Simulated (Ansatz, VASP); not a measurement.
**One calculation of ZnO, two programs**

Contents of INCAR:

```
ALGO = Normal
EDIFF = 1E-6
ENCUT = 520
GGA = PE
ISIF = 2
ISMEAR = 0
LASPH = True
LCHARG = False
LREAL = False
LWAVE = False
NBANDS = 26
NELM = 100
PREC = Accurate
SIGMA = 0.01
```

File KPOINTS:

```
k-points
0
Gamma
  9 9 6
```

POSCAR

```
ZnO
1.0
    3.2498000000      0.0000000000      0.0000000000
   -1.6249000000      2.8144093572      0.0000000000
    0.0000000000      0.0000000000      5.2066000000
Zn O
2 2
Direct
    0.3333333333      0.6666666667      0.0000000000
    0.6666666667      0.3333333333      0.5000000000
    0.3333333333      0.6666666667      0.3997100000
    0.6666666667      0.3333333333      0.8997100000
```

Input for Ansatz:

```yaml
crystal:
  lattice:
    - [3.2498, 0.0, 0.0]
    - [-1.6249, 2.8144093572, 0.0]
    - [0.0, 0.0, 5.2066]
  atoms:
    - { symbol: Zn, position: [0.3333333333, 0.6666666667, 0.0] }
    - { symbol: Zn, position: [0.6666666667, 0.3333333333, 0.5] }
    - { symbol: O, position: [0.3333333333, 0.6666666667, 0.39971] }
    - { symbol: O, position: [0.6666666667, 0.3333333333, 0.89971] }
scf:
  occupations: { method: fixed }
output:
  eigenvalues: true
  write_density: true
  write_potential: true
  elf: true
  volumetric_format: npy
hamiltonian:
  xc: pbe
kpoints:
  mp_grid: { grid: [9, 9, 6] }
```

Alike in both runs: task single point; functional PBE; k mesh 9 × 9 × 6; no spin polarisation.

```csv
,VASP,Ansatz
version,VASP 6.6.1,Ansatz 0.2.0
potentials or method,"VASP PAW PBE potentials, release 64 (Zn, O)","scalar-relativistic, plane waves, PAW"
plane-wave cutoff (eV),520,420
occupations,"gaussian, width 0.01 eV",fixed
valence electrons in the cell,36,36
```

```csv
,VASP,Ansatz,Ansatz less VASP
gap on the k mesh at the Fermi level (eV),0.80,0.81,+0.013
least direct gap on the mesh (eV),0.80,0.81,+0.013
```
